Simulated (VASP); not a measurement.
# InP3 (R-3m) in VASP: further runs, part 2 of 2

VASP 6.6.1. Earlier steps stand in the parts before.

### 4 Single point, r2SCAN (strain -0.080 along x and y, +0.080 along z)

Contents of POSCAR:

```
InP3
1.0
    3.4421790460      1.9873429988      3.6387921039
   -3.4421790460      1.9873429988      3.6387921039
    0.0000000000     -3.9746859977      3.6387921039
In P
2 6
Direct
    0.2702520051      0.2702520051      0.2702520051
    0.7297479949      0.7297479949      0.7297479949
    0.7982893833      0.2446976833      0.7982893833
    0.7982893833      0.7982893833      0.2446976833
    0.2446976833      0.7982893833      0.7982893833
    0.2017106167      0.7553023167      0.2017106167
    0.7553023167      0.2017106167      0.2017106167
    0.2017106167      0.2017106167      0.7553023167
```

Contents of INCAR.step1:

```
SYSTEM = InP3
PREC = Accurate ; ENCUT = 550
ISMEAR = 0 ; SIGMA = 0.15
LREAL = .FALSE. ; LASPH = .TRUE.
NELM = 120 ; NBANDS = 38
GGA = PE ; ALGO = Normal
EDIFF = 1E-5 ; LWAVE = .TRUE.
LCHARG = .FALSE. ; GGA_COMPAT = .FALSE.
```

Contents of INCAR.step2:

```
SYSTEM = InP3
PREC = Accurate ; ENCUT = 550
EDIFF = 1E-6 ; ISMEAR = 0
SIGMA = 0.15 ; LREAL = .FALSE.
LASPH = .TRUE. ; NELM = 120
ALGO = Normal ; ISIF = 2
LWAVE = .FALSE. ; LCHARG = .FALSE.
METAGGA = R2SCAN ; LMIXTAU = .TRUE.
NBANDS = 38 ; ISTART = 1
GGA_COMPAT = .FALSE.
```

Contents of KPOINTS:

```
Automatic mesh
0
G
  6 6 6
  0 0 0
```

Potentials or basis: VASP PAW PBE potentials, release 64 (In_d, P).

The run is started by

```
$ cat potpaw_PBE.64/In_d/POTCAR potpaw_PBE.64/P/POTCAR > POTCAR
$ cp INCAR.step1 INCAR
$ mpirun -np 1 vasp_std > vasp.out
$ cp INCAR.step2 INCAR
$ mpirun -np 1 vasp_std > vasp.out
```

OUTCAR:

```text
SYSTEM = InP3
   PREC = Accurate
   ENCUT = 550
   EDIFF = 1E-6
   ISMEAR = 0
   LREAL = .FALSE.
   LASPH = .TRUE.
   NELM = 120
   ISIF = 2
   METAGGA = R2SCAN
   ISTART = 1

 ion  position               nearest neighbor table
   1  0.270  0.270  0.270-   6 2.54   7 2.54   8 2.54   6 2.96   7 2.96   8 2.96   4 3.45   4 3.45
                             3 3.45   5 3.45   3 3.45   5 3.45
   2  0.730  0.730  0.730-   3 2.54   5 2.54   4 2.54   3 2.96   5 2.96   4 2.96   8 3.45   8 3.45
                             6 3.45   7 3.45   6 3.45   7 3.45
   3  0.798  0.245  0.798-   8 2.12   7 2.12   2 2.54   2 2.96   1 3.45   1 3.45
   4  0.798  0.798  0.245-   6 2.12   7 2.12   2 2.54   2 2.96   1 3.45   1 3.45
   5  0.245  0.798  0.798-   8 2.12   6 2.12   2 2.54   2 2.96   1 3.45   1 3.45
   6  0.202  0.755  0.202-   4 2.12   5 2.12   1 2.54   1 2.96   2 3.45   2 3.45
   7  0.755  0.202  0.202-   4 2.12   3 2.12   1 2.54   1 2.96   2 3.45   2 3.45
   8  0.202  0.202  0.755-   3 2.12   5 2.12   1 2.54   1 2.96   2 3.45   2 3.45

  LATTYP: Found a trigonal (rhomboedric) cell.
 ALAT       =     5.3887787814
 COS(alpha) =     0.1839510734

  Lattice vectors:

[... 199 lines left out ...]
  band No.  band energies     occupation
      1      -8.4063      2.00000
      2      -7.8373      2.00000
      3      -7.8373      2.00000
      4      -7.5864      2.00000
      5      -7.5864      2.00000
      6      -7.4293      2.00000
[... 973 lines left out ...]
     37      12.4402      0.00000
     38      13.2471      0.00000

 [... further k-points ...]

------------------------ aborting loop because EDIFF is reached ----------------------------------------

  FORCE on cell =-STRESS in cart. coord.  units (eV):
  Direction    XX          YY          ZZ          XY          YZ          ZX
  --------------------------------------------------------------------------------------
  -------------------------------------------------------------------------------------
  Total       18.1914770     18.1914770     -0.4694072      0.0000000      0.0000000      0.0000000
  in kB      195.1478470    195.1478470     -5.0355344      0.0000000      0.0000000      0.0000000
  external PRESSURE =     128.4200532 kB  Pullay stress =       0.0000000 kB

 VOLUME and BASIS-vectors are now :
 -----------------------------------------------------------------------------
  energy-cutoff  :      550.00
  volume of cell :      149.35
      direct lattice vectors                 reciprocal lattice vectors
     3.442179046  1.987342999  3.638792104     0.145256825  0.083864067  0.091605490
    -3.442179046  1.987342999  3.638792104    -0.145256825  0.083864067  0.091605490
     0.000000000 -3.974685998  3.638792104     0.000000000 -0.167728134  0.091605490

 POSITION                                       TOTAL-FORCE (eV/Angst)
 -----------------------------------------------------------------------------------
      0.00000     -0.00000      2.95017        -0.000000      0.000000     -0.336566
      0.00000     -0.00000      7.96620        -0.000000     -0.000000      0.336566
      1.90556     -1.10018      6.70002        -0.818726      0.472692     -0.170940
      0.00000      2.20035      6.70002        -0.000000     -0.945383     -0.170940
     -1.90556     -1.10018      6.70002         0.818726      0.472692     -0.170940
     -1.90556      1.10018      4.21635         0.818726     -0.472692      0.170940
      1.90556      1.10018      4.21635        -0.818726     -0.472692      0.170940
      0.00000     -2.20035      4.21635        -0.000000      0.945383      0.170940
 -----------------------------------------------------------------------------------
    total drift:                               -0.000000     -0.000000      0.000000

  FREE ENERGIE OF THE ION-ELECTRON SYSTEM (eV)
  ---------------------------------------------------
  free  energy   TOTEN  =       -98.6608971055 eV

  energy  without entropy=      -98.6469022284  energy(sigma->0) =      -98.65389967
```

It took 5.1 min on 1 thread of Intel Xeon 6975P-C (Granite Rapids), shared host; peak memory 0.37 GiB.

What came out:

| Item | Value |
| --- | --- |
| Free energy | -98.6609 eV |
| Pressure | 12.8 GPa |
| Largest force | 0.961 eV/Å |
| Band gap on the k mesh | zero (bands 28 and 29 overlap by 0.70 eV) |

Forces on the atoms (eV/Å):
```
In   0.000  0.000 -0.337
In   0.000  0.000  0.337
P   -0.819  0.473 -0.171
P    0.000 -0.945 -0.171
P    0.819  0.473 -0.171
P    0.819 -0.473  0.171
P   -0.819 -0.473  0.171
P    0.000  0.945  0.171
```

Levels at points of the mesh, in eV from the Fermi level:
| k point | band 24 | band 25 | band 26 | band 27 | band 28 | band 29 | band 30 | band 31 | band 32 | band 33 |
| --- | --- | --- | --- | --- | --- | --- | --- | --- | --- | --- |
| (0.00, 0.00, 0.00) | -3.02 | -2.29 | -2.29 | -1.13 | -0.87 | -0.27 | -0.27 | 2.33 | 2.47 | 2.47 |
| (0.50, 0.00, 0.00) | -3.70 | -2.64 | -1.83 | -1.65 | -1.05 | 0.65 | 2.45 | 2.52 | 2.70 | 2.99 |
| (0.50, 0.50, 0.00) | -3.09 | -2.10 | -1.32 | -1.01 | 0.03 | 1.64 | 1.72 | 2.09 | 2.63 | 2.81 |
| (0.50, 0.50, 0.50) | -2.19 | 0.00 | 0.00 | 0.25 | 0.25 | 1.01 | 1.01 | 1.41 | 2.15 | 2.15 |

Caveat: the cell differs from its parent crystal (strain -0.080 along x and y, +0.080 along z); the stress differs along the axes, from -1 to 20 GPa; semilocal functionals underestimate gaps, and a narrow one can read as zero; the PAW data sets were made with another functional, which shifts forces and pressure a little; spin-orbit coupling is left out, which moves the levels of the heavy elements.

### 5 The runs side by side

```tsv
cell	gap on the mesh (eV)	pressure (GPa)	largest force (eV/Å)
a = 5.178 Å, angles 87.8°, 8 atoms	none	18.1	1.50
a = 5.299 Å, angles 81.0°, 8 atoms	none	17.1	1.29
a = 5.389 Å, angles 79.4°, 8 atoms	none	12.8	0.96
```

Alike in all rows: task single point; level r2SCAN; potentials or basis VASP PAW PBE potentials, release 64 (In_d, P); no spin polarisation; k mesh 6 × 6 × 6; cutoff (eV) 550; smearing gaussian 0.15 eV.

Caveats: semilocal functionals underestimate gaps, and a narrow one can read as zero; the PAW data sets were made with another functional, which shifts forces and pressure a little; spin-orbit coupling is left out, which moves the levels of the heavy elements; the cell stands under pressure (at least some runs); the stress differs along the axes, from 5 to 23 GPa (at least some runs); the stress differs along the axes, from -1 to 20 GPa (at least some runs).

Absolute energies hang on the potentials; compare differences alone.
